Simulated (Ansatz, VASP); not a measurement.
**One calculation of Se, two programs**

```
Se
1.0
     5.71862    3.30165    1.48611
    -5.71862    3.30165    1.48611
     0.00000   -6.60330    1.48611
Se
6
Direct
  0.28066 0.16251 0.91818
  0.91818 0.28066 0.16251
  0.16251 0.91818 0.28066
  0.71934 0.83749 0.08182
  0.08182 0.71934 0.83749
  0.83749 0.08182 0.71934
```

Change from the starting cell: volume scaled by 1.02, crystal datasets.

Alike in both runs: task electric field gradients; functional PBEsol; k mesh 6 × 6 × 6; occupations fermi-dirac, width 0.01 eV; no spin polarisation.

|  | VASP | Ansatz |
| --- | --- | --- |
| version | VASP 6.6.1 | Ansatz 0.2.0 |
| potentials or method | VASP PAW PBE potentials, release 64 (Se), cutoff 520 eV | all-electron PAW with datasets made for the crystal, scalar-relativistic |

VASP gave:

| Property | Result |
| --- | --- |
| gap on the k mesh at the Fermi level (eV) | 1.09 |
| pressure (GPa) | -0.8 |
| traceless stress, the component that is largest in VASP (GPa) | 0.49 |
| rms of the force components (eV/Å) | 0.105 |
| size of Vzz on the site where it differs most (V/Å²) | 548.2 |

Problem. Which values does Ansatz return?

Solution. gap on the k mesh at the Fermi level (eV): 1.10; pressure (GPa): -0.9; traceless stress, the component that is largest in VASP (GPa): 0.56; rms of the force components (eV/Å): 0.083; size of Vzz on the site where it differs most (V/Å²): 572.7.

VASP's potentials were made for PBE, not for PBEsol. Atom by atom the forces differ by 0.030 eV/Å (rms over components). Ansatz ran all-electron here, and VASP with PAW potentials.
